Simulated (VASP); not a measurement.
# Mg2Ge3 (I4_132) in VASP: notebook

Mg2Ge3 is run at these levels: PBE; tasks: single point, relaxation of cell and atoms.

Program: VASP 6.6.1. These are calculated values, not measurements. Logs are shortened: lines on timing, memory, paths and dates and some standing lists are left out, and cuts for length are marked.

### 1 The cell of the first run

Symmetry: I4_132, No. 214, cubic system. Conventional cell: a = 8.310 Å, b = 8.310 Å, c = 8.310 Å, α = 90.00°, β = 90.00°, γ = 90.00°. Within 3.9 Å of Mg (site symmetry 32) lie 3 Mg at 2.94 Å and 6 Ge at 3.89 Å. Within 3.4 Å of Ge (site symmetry 222) lie 4 Ge at 2.54 Å.

The cell was built from a structure type or drawn by symmetry, and may not be a known phase.

### 2 Single point, PBE

Contents of INCAR:

```
PREC     = Accurate       # precision mode
ENCUT    = 520            # plane-wave cutoff, eV
EDIFF    = 1E-7           # SCF threshold, eV
ISMEAR   = 0              # smearing method
SIGMA    = 0.1            # smearing width, eV
LREAL    = F              # projectors in reciprocal space
LASPH    = T              # aspherical terms in the spheres
NELM     = 100            # most SCF steps
ALGO     = Normal         # electronic algorithm
ISIF     = 2              # what is computed and relaxed
LWAVE    = F              # write WAVECAR
LCHARG   = F              # write CHGCAR
GGA      = PE             # functional
NBANDS   = 57             # bands
```

Contents of KPOINTS:

```
regular mesh
0
Gamma
  6 6 6
```

Contents of POSCAR:

```
Mg2Ge3
1.0
   -4.1548728567      4.1548728567      4.1548728567
    4.1548728567     -4.1548728567      4.1548728567
    4.1548728567      4.1548728567     -4.1548728567
Mg Ge
4 6
Direct
    0.0000000000      0.2500000000      0.5000000000
    0.2500000000      0.2500000000      0.2500000000
    0.2500000000      0.5000000000      0.0000000000
    0.5000000000      0.0000000000      0.2500000000
    0.6250000000      0.2500000000      0.8750000000
    0.8750000000      0.6250000000      0.2500000000
    0.7500000000      0.6250000000      0.8750000000
    0.2500000000      0.8750000000      0.6250000000
    0.8750000000      0.7500000000      0.6250000000
    0.6250000000      0.8750000000      0.7500000000
```

Potentials or basis: VASP PAW PBE potentials, release 64 (Mg, Ge_d).

The run is started by

```
> cat potpaw_PBE.64/Mg/POTCAR potpaw_PBE.64/Ge_d/POTCAR > POTCAR
> mpirun -np 1 vasp_std > vasp.out
```

OUTCAR:

```text
PREC = Accurate
   ENCUT = 520
   EDIFF = 1E-7
   ISMEAR = 0
   LREAL = F
   LASPH = T
   NELM = 100
   ISIF = 2
   GGA = PE

 ion  position               nearest neighbor table
   1  0.000  0.250  0.500-   2 2.94   3 2.94   4 2.94
   2  0.250  0.250  0.250-   1 2.94   3 2.94   4 2.94
   3  0.250  0.500  0.000-   2 2.94   1 2.94   4 2.94
   4  0.500  0.000  0.250-   2 2.94   1 2.94   3 2.94
   5  0.625  0.250  0.875-  10 2.54   7 2.54   8 2.54   6 2.54
   6  0.875  0.625  0.250-   7 2.54   9 2.54   8 2.54   5 2.54
   7  0.750  0.625  0.875-   6 2.54   9 2.54  10 2.54   5 2.54
   8  0.250  0.875  0.625-  10 2.54   6 2.54   9 2.54   5 2.54
   9  0.875  0.750  0.625-   6 2.54   7 2.54  10 2.54   8 2.54
  10  0.625  0.875  0.750-   5 2.54   7 2.54   8 2.54   9 2.54

  LATTYP: Found a body centered cubic cell.
 ALAT       =     8.3097457134

  Lattice vectors:

 A1 = (  -4.1548728567,   4.1548728567,   4.1548728567)
 A2 = (   4.1548728567,  -4.1548728567,   4.1548728567)
 A3 = (   4.1548728567,   4.1548728567,  -4.1548728567)

Analysis of symmetry for initial positions (statically):
=====================================================================
 Subroutine PRICEL returns:
 Original cell was already a primitive cell.

 Routine SETGRP: Setting up the symmetry group for a
 body centered cubic supercell.

 Subroutine GETGRP returns: Found 24 space group operations
 (whereof  3 operations were pure point group operations)
 out of a pool of 48 trial point group operations.

The static configuration has the point symmetry C_3 .
 The point group associated with its full space group is O   .

Analysis of symmetry for dynamics (positions and initial velocities):
=====================================================================
 Subroutine PRICEL returns:
 Original cell was already a primitive cell.

 Routine SETGRP: Setting up the symmetry group for a
 body centered cubic supercell.

 Subroutine GETGRP returns: Found 24 space group operations
 (whereof  3 operations were pure point group operations)
 out of a pool of 48 trial point group operations.

The dynamic configuration has the point symmetry C_3 .
 The point group associated with its full space group is O   .

 Subroutine INISYM returns: Found 24 space group operations
 (whereof  3 operations are pure point group operations),
 and found     1 'primitive' translations

----------------------------------------------------------------------------------------

                                     Primitive cell

  volume of cell :     286.9018

  direct lattice vectors                    reciprocal lattice vectors
    -4.154872857  4.154872857  4.154872857     0.000000000  0.120340626  0.120340626
     4.154872857 -4.154872857  4.154872857     0.120340626  0.000000000  0.120340626
     4.154872857  4.154872857 -4.154872857     0.120340626  0.120340626  0.000000000

  length of vectors
     7.196450887  7.196450887  7.196450887     0.170187345  0.170187345  0.170187345

  position of ions in fractional coordinates (direct lattice)
     0.000000000  0.250000000  0.500000000
     0.250000000  0.250000000  0.250000000
     0.250000000  0.500000000  0.000000000
     0.500000000  0.000000000  0.250000000
     0.625000000  0.250000000  0.875000000
     0.875000000  0.625000000  0.250000000
     0.750000000  0.625000000  0.875000000
     0.250000000  0.875000000  0.625000000
     0.875000000  0.750000000  0.625000000
     0.625000000  0.875000000  0.750000000

  ion indices of the primitive-cell ions
   primitive index   ion index
                 1           1
                 2           2
                 3           3
                 4           4
                 5           5
                 6           6
                 7           7
                 8           8
                 9           9
                10          10

----------------------------------------------------------------------------------------

 KPOINTS: regular mesh

Automatic generation of k-mesh.
 Grid dimensions read from file:
 generate k-points for:    6    6    6

 Generating k-lattice:

  Cartesian coordinates                     Fractional coordinates (reciprocal lattice)
     0.000000000  0.020056771  0.020056771     0.166666667  0.000000000  0.000000000
     0.020056771  0.000000000  0.020056771     0.000000000  0.166666667  0.000000000
     0.020056771  0.020056771  0.000000000     0.000000000  0.000000000  0.166666667

  Length of vectors
     0.028364558  0.028364558  0.028364558

  Shift w.r.t. Gamma in fractional coordinates (k-lattice)
     0.000000000  0.000000000  0.000000000

 Subroutine IBZKPT returns following result:
 ===========================================

 Found     16 irreducible k-points:

 Following reciprocal coordinates:
            Coordinates               Weight
  0.000000  0.000000  0.000000      1.000000
  0.166667  0.000000  0.000000     12.000000
  0.333333  0.000000  0.000000     12.000000
  0.500000  0.000000  0.000000      6.000000
  0.166667  0.166667  0.000000     24.000000
  0.333333  0.166667 -0.000000     48.000000
[... 8 lines left out ...]
  0.500000  0.500000  0.333333     12.000000
  0.500000  0.500000  0.500000      1.000000
   k-points           NKPTS =     16   k-points in BZ     NKDIM =     16   number of bands    NBANDS=     57
   number of dos      NEDOS =    301   number of ions     NIONS =     10
   total plane-waves  NPLWV = 157464
   dimension x,y,z NGX =    54 NGY =   54 NGZ =   54
   dimension x,y,z NGXF=   108 NGYF=  108 NGZF=  108
   ions per type =               4   6
   NGX,Y,Z   is equivalent  to a cutoff of  12.47, 12.47, 12.47 a.u.
   NGXF,Y,Z  is equivalent  to a cutoff of  24.95, 24.95, 24.95 a.u.
 SYSTEM =  unknown system
   PREC   = accura    normal or accurate (medium, high low for compatibility)
   ISTART =      0    job   : 0-new  1-cont  2-samecut
   ICHARG =      2    charge: 1-file 2-atom 10-const
   ISPIN  =      1    spin polarized calculation?
   LNONCOLLINEAR =      F non collinear calculations
   LSORBIT =      F    spin-orbit coupling
   LASPH  =      T    aspherical Exc in radial PAW
   ENCUT  =  520.0 eV  38.22 Ry    6.18 a.u.  13.38 13.38 13.38*2*pi/ulx,y,z
   NELM   =    100;   NELMIN=  2; NELMDL= -5     # of ELM steps
   EDIFF  = 0.1E-06   stopping-criterion for ELM
   LREAL  =      F    real-space projection
   EDIFFG = 0.1E-05   stopping-criterion for IOM
   NSW    =      0    number of steps for IOM
   IBRION =     -1    ionic relax: 0-MD 1-quasi-New 2-CG
   NFREE  =      0    steps in history (QN), initial steepest desc. (CG)
   ISIF   =      2    stress and relaxation
   ISYM   =      2    0-nonsym 1-usesym 2-fastsym
   POTIM  = 0.5000    time-step for ionic-motion
   TEBEG  =    0.0;   TEEND  =   0.0 temperature during run
   PSTRESS=    0.0 pullay stress
   NELECT =      92.0000    total number of electrons
   NUPDOWN=      -1.0000    fix difference up-down
   EMIN   =  10.00;   EMAX   =-10.00  energy-range for DOS
   EFERMI =   0.00;   METHOD = LEGACY
   ISMEAR =     0;   SIGMA  =   0.10  broadening in eV -4-tet -1-fermi 0-gaus
   EFERMI_NEDOS =   21; number of points for ismear=-14 and -15
   IALGO  =     38    algorithm
   IMIX   =      4    mixing-type and parameters
     AMIX     =   0.40;   BMIX     =  1.00
     AMIX_MAG =   1.60;   BMIX_MAG =  1.00
  volume/ion in A,a.u.               =      28.69       193.61
  Fermi-wavevector in a.u.,A,eV,Ry     =   1.120537  2.117509 17.083532  1.255604
  Thomas-Fermi vector in A             =   2.257185
   LORBIT       =      0    0 simple, 1 ext, 2 COOP (PROOUT), +10 PAW based schemes
   GGA     = PE    functional components
   LHFCALC =     F    Hartree Fock is set to
   AEXX    =    0.0000 exact exchange contribution
   IVDW    =     0    specifies the selected vdW correction
   LEPSILON=     F    determine dielectric tensor
   LRPA    =     F    only Hartree local field effects (RPA)
 non-spin polarized calculation
 Gauss-broadening in eV      SIGMA  =   0.10
  energy-cutoff  :      520.00
  volume of cell :      286.90
 maximum number of plane-waves:      7803
 NGX is ok and might be reduce to    54
   NGX = 27   NGY = 27   NGZ = 27

 number of electron      91.9999956 magnetization

 Free energy of the ion-electron system (eV)
  ---------------------------------------------------
  ext. energy  EPLUGINS =         0.00000000
  ---------------------------------------------------
  free energy    TOTEN  =       -27.58737794 eV

  energy without entropy =      -27.57076002  energy(sigma->0) =      -27.57906898

 E-fermi :   2.3695     XC(G=0):  -8.4790

 val. band max:        2.3689292677   @ k =   0.1667   0.1667   0.0000
 cond. band min:       2.3718039322   @ k =   0.1667   0.1667   0.1667
 fundamental gap:      0.0028746645
 Fermi energy:         2.3695189315

 k-point     1 :       0.0000    0.0000    0.0000
  band No.  band energies     occupation
      1     -22.3847      2.00000
      2     -22.2478      2.00000
      3     -22.2478      2.00000
      4     -22.2478      2.00000
      5     -22.2358      2.00000
      6     -22.2358      2.00000
[... 49 lines left out ...]
     56       5.0443      0.00000
     57       5.0443      0.00000

 k-point     2 :       0.1667    0.0000    0.0000
  band No.  band energies     occupation
      1     -22.3776      2.00000
      2     -22.2595      2.00000
      3     -22.2567      2.00000
      4     -22.2472      2.00000
      5     -22.2410      2.00000
      6     -22.2347      2.00000
[... 49 lines left out ...]
     56       5.9472      0.00000
     57       6.0003      0.00000

 k-point     3 :       0.3333    0.0000    0.0000
  band No.  band energies     occupation
      1     -22.3595      2.00000
      2     -22.2783      2.00000
      3     -22.2700      2.00000
      4     -22.2520      2.00000
      5     -22.2381      2.00000
      6     -22.2295      2.00000
[... 714 lines left out ...]
      1     -22.3137      2.00000
      2     -22.2853      2.00000
      3     -22.2728      2.00000
      4     -22.2670      2.00000
      5     -22.2627      2.00000
      6     -22.2428      2.00000
[... 49 lines left out ...]
     56       5.9867      0.00000
     57       6.0937      0.00000

 k-point    16 :       0.5000    0.5000    0.5000
  band No.  band energies     occupation
      1     -22.2794      2.00000
      2     -22.2794      2.00000
      3     -22.2794      2.00000
      4     -22.2713      2.00000
      5     -22.2713      2.00000
      6     -22.2713      2.00000
[... 49 lines left out ...]
     56       6.1516      0.00000
     57       6.8060      0.00000

------------------------ aborting loop because EDIFF is reached ----------------------------------------

  FORCE on cell =-STRESS in cart. coord.  units (eV):
  Direction    XX          YY          ZZ          XY          YZ          ZX
  --------------------------------------------------------------------------------------
  -------------------------------------------------------------------------------------
  Total       -0.0776211     -0.0776211     -0.0776211      0.0000000      0.0000000      0.0000000
  in kB       -0.4334681     -0.4334681     -0.4334681      0.0000000      0.0000000      0.0000000
  external PRESSURE =      -0.4334681 kB  Pullay stress =       0.0000000 kB

 VOLUME and BASIS-vectors are now :
 -----------------------------------------------------------------------------
  energy-cutoff  :      520.00
  volume of cell :      286.90
      direct lattice vectors                 reciprocal lattice vectors
    -4.154872857  4.154872857  4.154872857     0.000000000  0.120340626  0.120340626
     4.154872857 -4.154872857  4.154872857     0.120340626  0.000000000  0.120340626
     4.154872857  4.154872857 -4.154872857     0.120340626  0.120340626  0.000000000

 POSITION                                       TOTAL-FORCE (eV/Angst)
 -----------------------------------------------------------------------------------
      3.11615      1.03872     -1.03872        -0.000000      0.000000      0.000000
      1.03872      1.03872      1.03872        -0.000000      0.000000      0.000000
      1.03872     -1.03872      3.11615        -0.000000      0.000000      0.000000
     -1.03872      3.11615      1.03872        -0.000000      0.000000      0.000000
      2.07744      5.19359     -0.00000         0.000000      0.000000     -0.000000
     -0.00000      2.07744      5.19359        -0.000000      0.000000      0.000000
      3.11615      4.15487      2.07744        -0.000000      0.000000     -0.000000
      5.19359      0.00000      2.07744        -0.000000     -0.000000      0.000000
      2.07744      3.11615      4.15487        -0.000000      0.000000      0.000000
      4.15487      2.07744      3.11615         0.000000     -0.000000      0.000000
 -----------------------------------------------------------------------------------
    total drift:                                0.000001     -0.000001      0.000000

  FREE ENERGIE OF THE ION-ELECTRON SYSTEM (eV)
  ---------------------------------------------------
  free  energy   TOTEN  =       -27.5873779403 eV

  energy  without entropy=      -27.5707600244  energy(sigma->0) =      -27.57906898
```

Run time: 4.8 min. Hardware: 1 thread of Intel Xeon Platinum 8488C (Sapphire Rapids), shared host; peak memory 0.49 GiB.

Results:

```yaml
Free_energy: -27.5874 eV
Pressure: 0.0 GPa
Band_gap_on_the_k_mesh: zero (bands 46 and 47 overlap by 0.72 eV)
```

Levels at points of the mesh, in eV from the Fermi level:
```csv
k point,band 44,band 45,band 46,band 47,band 48,band 49
"(0.00, 0.00, 0.00)",-0.50,-0.50,-0.50,0.63,0.63,1.32
"(0.50, 0.00, 0.00)",-1.01,-0.55,-0.25,0.06,0.88,1.01
"(0.50, 0.50, 0.50)",-1.07,0.53,0.53,0.59,0.59,0.59
```

### 3 Relaxation of cell and atoms, PBE

This run uses another cell than the first one, of 24.08 Å³/atom.

Contents of INCAR:

```
SYSTEM = Mg2Ge3
PREC = Accurate
ENCUT = 600
EDIFF = 1E-6
ISMEAR = 0
SIGMA = 0.1
LREAL = .False.
LASPH = .True.
NELM = 100
ALGO = Normal
ISIF = 3
LWAVE = .False.
LCHARG = .False.
GGA = PE
IBRION = 2
NSW = 90
EDIFFG = -0.04
```

Contents of KPOINTS:

```
regular mesh
0
Gamma
  4 4 4
  0 0 0
```

POSCAR: that of step 2 with these lines changed.

```diff
@@ -2,5 +2,5 @@
 1.0
-   -4.1548728567      4.1548728567      4.1548728567
-    4.1548728567     -4.1548728567      4.1548728567
-    4.1548728567      4.1548728567     -4.1548728567
+   -3.9191835900      3.9191835900      3.9191835900
+    3.9191835900     -3.9191835900      3.9191835900
+    3.9191835900      3.9191835900     -3.9191835900
 Mg Ge
```

Potentials or basis: VASP PAW PBE potentials, release 64 (Mg, Ge_d).

The run is started by

```
> cat potpaw_PBE.64/Mg/POTCAR potpaw_PBE.64/Ge_d/POTCAR > POTCAR
> mpirun -np 1 vasp_std > vasp.out
```

Run time: 3.2 min. Hardware: 1 thread of Intel Xeon Platinum 8488C (Sapphire Rapids), shared host; peak memory 0.46 GiB.

It converged, with:

* Free energy: -27.5929 eV
* Relaxed volume: 28.71 Å³/atom
* Relaxed cell: a = 7.198 Å, b = 7.198 Å, c = 7.198 Å, α = 109.47°, β = 109.47°, γ = 109.47°
* Space group after relaxing (to 0.1 Å): I4_132 (No. 214)
* Energy gained by relaxing: 104.1 meV/atom
* Ionic steps: 2
* Pressure after relaxing: 0.1 GPa
* Band gap on the k mesh: zero (bands 46 and 47 overlap by 0.46 eV)

Step by step:
| step | energy change (eV) | largest force (eV/Å) | pressure (GPa) | volume (Å³) |
| --- | --- | --- | --- | --- |
| 1 | 0.0000 | 0.0000 | 8.33 | 240.79 |
| 2 | -1.0413 | 0.0000 | 0.10 | 287.08 |

Final structure:
```cif
data_structure
_symmetry_space_group_name_H-M 'P 1'
_symmetry_Int_Tables_number 1
_cell_length_a 7.1980
_cell_length_b 7.1980
_cell_length_c 7.1980
_cell_angle_alpha 109.471
_cell_angle_beta 109.471
_cell_angle_gamma 109.471
_cell_volume 287.08
loop_
_atom_site_label
_atom_site_type_symbol
_atom_site_fract_x
_atom_site_fract_y
_atom_site_fract_z
_atom_site_occupancy
Mg1 Mg 0.00000 0.25000 0.50000 1
Mg2 Mg 0.25000 0.25000 0.25000 1
Mg3 Mg 0.25000 0.50000 0.00000 1
Mg4 Mg 0.50000 0.00000 0.25000 1
Ge1 Ge 0.62500 0.25000 0.87500 1
Ge2 Ge 0.87500 0.62500 0.25000 1
Ge3 Ge 0.75000 0.62500 0.87500 1
Ge4 Ge 0.25000 0.87500 0.62500 1
Ge5 Ge 0.87500 0.75000 0.62500 1
Ge6 Ge 0.62500 0.87500 0.75000 1
```

Levels at points of the mesh, in eV from the Fermi level:
| k point | band 42 | band 43 | band 44 | band 45 | band 46 | band 47 | band 48 | band 49 | band 50 | band 51 |
| --- | --- | --- | --- | --- | --- | --- | --- | --- | --- | --- |
| (0.00, 0.00, 0.00) | -1.85 | -1.85 | -0.47 | -0.47 | -0.47 | 0.67 | 0.67 | 1.31 | 2.60 | 2.60 |
| (0.50, 0.00, 0.00) | -1.53 | -1.15 | -1.02 | -0.51 | -0.21 | 0.05 | 0.92 | 1.01 | 1.63 | 1.96 |
| (0.50, 0.50, 0.50) | -1.80 | -1.80 | -1.08 | 0.51 | 0.51 | 0.60 | 0.60 | 0.60 | 1.42 | 1.42 |

Caveat: the volume moved by over 15 % at a fixed basis, so the end points are rough.
